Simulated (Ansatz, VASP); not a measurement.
FeCo2: VASP beside Ansatz

```
Fe Co
1.0
     2.49534    0.00000    0.00000
    -1.24767    2.16103    0.00000
     0.00000    0.00000   12.43552
Fe Co
2 4
Direct
  0.33333 0.66667 0.83076
  0.33333 0.66667 0.16924
  0.33333 0.66667 0.50000
  0.66667 0.33333 0.00000
  0.66667 0.33333 0.33798
  0.66667 0.33333 0.66202
```

Alike in both runs: functional PBE; k mesh 6 × 6 × 2; occupations gaussian, width 0.1 eV; collinear spin.

Ansatz relaxed the structure, and its values are those at the end. VASP's run is a single point on that final structure, the one shown.

|  | VASP | Ansatz |
| --- | --- | --- |
| version | VASP 6.6.1 | Ansatz 0.2.0 |
| potentials or method | VASP PAW PBE potentials, release 64 (Fe_sv, Co_sv), cutoff 690 eV | scalar-relativistic, plane waves, PAW |
| valence electrons in the cell | 100 | 100 |

```csv
,VASP,Ansatz,Ansatz less VASP
gap on the k mesh at the Fermi level (eV),none,none,-
pressure (GPa),-1.3,0.1,+1.41
rms of the force components (eV/Å),0.005,0.006,+0.0012
net moment per atom (μB),1.89,1.89,-0.002
size of the moment on the site where the two differ most (μB),2.41,2.46,+0.047
```

Site moments also hang on the region over which each program counts them. A gap of «none» marks a metal or a gap that the smearing closes.

The k mesh is coarse, so the values compare programs but aren't converged.
